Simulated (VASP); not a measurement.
Wanted: the native input for a VASP 6.6.1 run.

- Task: single point
- Functional: PBEsol
- Potentials or basis: VASP PAW PBE potentials, release 64 (Lu)
- Cutoff: 600 eV
- k mesh: 8 × 8 × 8
- Occupations: methfessel-paxton, width 0.1 eV
- Spin: no spin polarisation
- Dipole correction: no
- Further INCAR settings: ALGO = Normal; EDIFF = 1e-06; NBANDS = 18

The structure of Lu lies in POSCAR:

```
Lu
1.0
    1.9095229681      1.9095229681      1.9095229681
   -1.9095229681      1.9095229681      1.9095229681
   -1.9095229681     -1.9095229681      1.9095229681
Lu
1
Direct
    0.0000000000      0.0000000000      0.0000000000
```

This isn't the form of Lu at room conditions, which is hcp.

These files were run (other wordings do the same):

INCAR

```
SYSTEM = Lu
PREC = Accurate
ENCUT = 600
EDIFF = 1E-6
ISMEAR = 1
SIGMA = 0.1
LREAL = .FALSE.
LASPH = .TRUE.
NELM = 120
ALGO = Normal
ISIF = 2
LWAVE = .FALSE.
LCHARG = .FALSE.
GGA = PS
NBANDS = 18
GGA_COMPAT = .FALSE.
```

KPOINTS

```
regular mesh
0
G
  8 8 8
  0 0 0
```

Potentials or basis: VASP PAW PBE potentials, release 64 (Lu).

Run with:

```console
$ cat potpaw_PBE.64/Lu/POTCAR > POTCAR
$ mpirun -np 1 vasp_std > vasp.out
```

It gave:

| Item | Value |
| --- | --- |
| Pressure | 0.2 GPa |
| Band gap on the k mesh | zero (an odd number of electrons rules out a gap without spin polarisation) |

Caveat: the PAW data sets were made with another functional, which shifts forces and pressure a little; spin-orbit coupling is left out, which moves the levels of the heavy elements.

Wall time 16 s on 1 thread of Intel Xeon 8259CL (shared host), peak memory 0.17 GiB.
